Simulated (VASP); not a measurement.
Crystal: O.

```
O
1.0
     1.77559    0.00000    0.00000
     0.00000    1.77559    0.00000
     0.00000    0.00000    3.05305
O
1
Direct
  0.00000 0.00000 0.00000
```

Base run:

```yaml
Program: VASP 6.6.1
Functional: r2SCAN
Potentials_or_basis: VASP PAW PBE potentials, release 64 (O)
Cutoff: 520 eV
k_mesh: 16 × 16 × 9
Occupations: methfessel-paxton, width 0.1 eV
Spin: no spin polarisation
```

Its results: band gap on the k mesh zero (band 3 reaches 4.35 eV, above the bottom of band 4 at -1.29 eV); pressure 0.4 GPa.

Q: The run is repeated on the same cell with these changes: functional from r2SCAN to PBEsol. What comes out?

A: Band gap on the k mesh zero (band 3 reaches 4.34 eV, above the bottom of band 4 at -0.76 eV); pressure -0.5 GPa.

Caveats: the PAW data sets were made with another functional, which shifts forces and pressure a little.
